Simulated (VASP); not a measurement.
Input of a VASP 6.6.1 run:

File INCAR:

```
PREC = Accurate
ENCUT = 520
EDIFF = 1E-7
ISMEAR = 0
SIGMA = 0.05
LREAL = False
LASPH = True
NELM = 150
ALGO = Fast
ISIF = 2
LWAVE = False
LCHARG = False
ISPIN = 2
MAGMOM = 7.56 0
LORBIT = 11
LMAXMIX = 6
LDAU = True
LDAUTYPE = 2
LDAUL = 3 -1
LDAUU = 6 0
LDAUJ = 0 0
LDAUPRINT = 1
GGA = PE
NBANDS = 22
```

KPOINTS

```
Automatic mesh
0
Gamma
  5 5 5
```

POSCAR

```
EuS
1.0
    4.2330618550      0.0000000000      0.0000000000
   -2.1165309275      3.6659391022      0.0000000000
    2.1165309275      1.2219797007      3.4562805314
Eu S
1 1
Direct
    0.0000000000      0.5000000000      0.5000000000
    0.0000000000      0.0000000000      0.0000000000
```

Potentials or basis: VASP PAW PBE potentials, release 64 (Eu, S).

The run is started by

```sh
$ cat potpaw_PBE.64/Eu/POTCAR potpaw_PBE.64/S/POTCAR > POTCAR
$ mpirun -np 1 vasp_std > vasp.out
```

Question: What does it give for the pressure?

Answer: 0.3 GPa.

Question: Predict the site moments.

Answer: Eu +6.72; S -0.06 μB.

Question: Predict the band gap on the k mesh.

Answer: 0.64 eV (least direct gap 0.91 eV).

Question: Predict the net moment.

Answer: 7.00 μB per cell.

Eigenvalues of the final occupation matrices:
| site | spin | trace | eigenvalues |
| --- | --- | --- | --- |
| site 1 f | 1 | 6.83 | 0.97 0.97 0.97 0.98 0.98 0.98 0.98 |
| site 1 f | 2 | 0.01 | 0.00 0.00 0.00 0.00 0.00 0.00 0.00 |

Caveat: spin-orbit coupling is left out, which moves the levels of the heavy elements; an odd mesh through Γ misses points on the zone boundary, where band edges can lie; a cell with one magnetic atom can't hold antiferromagnetic order, which such compounds often take.
